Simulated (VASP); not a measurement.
RbBr:

```
Rb Br
1.0
     0.00000    3.46083    3.46083
     3.40891    0.00000    3.46083
     3.40891    3.46083    0.00000
Rb Br
1 1
Direct
  0.00000 0.00000 0.00000
  0.50000 0.50000 0.50000
```

This cell differs from its parent crystal: uniaxial x strain -1.5%.

Program: VASP 6.6.1. Alike in all runs: task single point; potentials or basis VASP PAW PBE potentials, release 64 (Rb_sv, Br); no spin polarisation; cell as given; cutoff (eV) 520.

Q: Order these runs on this cell by their band gap on the k mesh, lowest first.
A. level PBE; k mesh 6 × 6 × 6; smearing fermi-dirac 0.02 eV
B. level r2SCAN; k mesh 6 × 6 × 6; smearing gaussian 0.01 eV
C. level HSE06; k mesh 4 × 4 × 4; smearing gaussian 0.01 eV; grid for exact exchange (PRECFOCK) Normal; share of exact exchange 0.25; screening parameter 0.2079 1/Å

A: A (4.31 eV), B (4.92 eV), C (5.47 eV).
